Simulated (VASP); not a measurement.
Wanted: the native input for a VASP 6.6.1 run.

| Quantity | Value |
| --- | --- |
| Task | single point |
| Functional | LDA |
| Potentials or basis | VASP PAW LDA potentials, release 64 (Li_sv, Se) |
| Cutoff | 750 eV |
| k mesh | 8 × 8 × 8 |
| Occupations | gaussian, width 0.01 eV |
| Spin | no spin polarisation |
| Dipole correction | no |
| Further INCAR settings | ALGO = Normal; EDIFF = 1e-06; NBANDS = 13 |

The structure of Li2Se lies in POSCAR:

```
Li2Se
1.0
    0.0000000000      2.9935010607      2.9935010607
    2.9935010607      0.0000000000      2.9935010607
    2.9935010607      2.9935010607      0.0000000000
Li Se
2 1
Direct
    0.7500000000      0.7500000000      0.7500000000
    0.2500000000      0.2500000000      0.2500000000
    0.0000000000      0.0000000000      0.0000000000
```

One way to write it, as run:

INCAR

```
SYSTEM = Li2Se
ALGO = Normal
EDIFF = 1E-6
ENCUT = 750
GGA = CA
GGA_COMPAT = .False.
ISIF = 2
ISMEAR = 0
LASPH = .True.
LCHARG = .False.
LREAL = .False.
LWAVE = .False.
NBANDS = 13
NELM = 120
PREC = Accurate
SIGMA = 0.01
```

KPOINTS

```
k-points
0
Gamma
  8 8 8
  0 0 0
```

Potentials or basis: VASP PAW LDA potentials, release 64 (Li_sv, Se).

The run is started by

```console
$ cat potpaw_LDA.64/Li_sv/POTCAR potpaw_LDA.64/Se/POTCAR > POTCAR
$ mpirun -np 1 vasp_std > vasp.out
```

Results of the run:

- Pressure: -2.4 GPa
- Band gap on the k mesh: 2.80 eV (least direct gap 3.24 eV)

Run time: 64 s on 1 thread of Intel Xeon 8259CL, on a shared host, peak memory 0.2 GiB.
